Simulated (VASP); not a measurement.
Crystal: GaP.

```
CELL_PARAMETERS angstrom
0.00000 2.68842 2.68842
2.68842 0.00000 2.68842
2.68842 2.68842 0.00000
ATOMIC_POSITIONS crystal
Ga 0.00000 0.00000 0.00000
P 0.75000 0.75000 0.75000
```

Base run:

| Item | Value |
| --- | --- |
| Program | VASP 6.6.1 |
| Functional | b88 exchange, pbe correlation |
| Potentials or basis | VASP PAW PBE potentials, release 64 (Ga_d, P) |
| Cutoff | 500 eV |
| k mesh | 8 × 8 × 8 |
| Occupations | fermi-dirac, width 0.05 eV |
| Spin | no spin polarisation |

Its results: band gap on the k mesh 1.56 eV (least direct gap 2.16 eV); pressure 6.2 GPa.

**Question.** After a change of settings the same cell gave: band gap on the k mesh 7.82 eV (least direct gap 9.89 eV); pressure 10.2 GPa. Which change was it?
A. functional from b88 exchange, pbe correlation to HF; cutoff from 500 eV to 520 eV; k mesh from 8 × 8 × 8 to 4 × 4 × 4
B. functional from b88 exchange, pbe correlation to r2SCANh; cutoff from 500 eV to 520 eV; k mesh from 8 × 8 × 8 to 4 × 4 × 4
C. functional from b88 exchange, pbe correlation to PBE; cutoff from 500 eV to 520 eV; further incar settings from ALGO = Normal; EDIFF = 1e-06; NBANDS = 16 to ALGO = Normal; EDIFF = 1e-07; NBANDS = 16
D. functional from b88 exchange, pbe correlation to r2SCAN; cutoff from 500 eV to 520 eV; dispersion from none to D4

**Answer.** A.

Caveats: some runs use coarse meshes; the PAW data sets were made with another functional, which shifts forces and pressure a little; the cell stands under pressure (at least some runs).
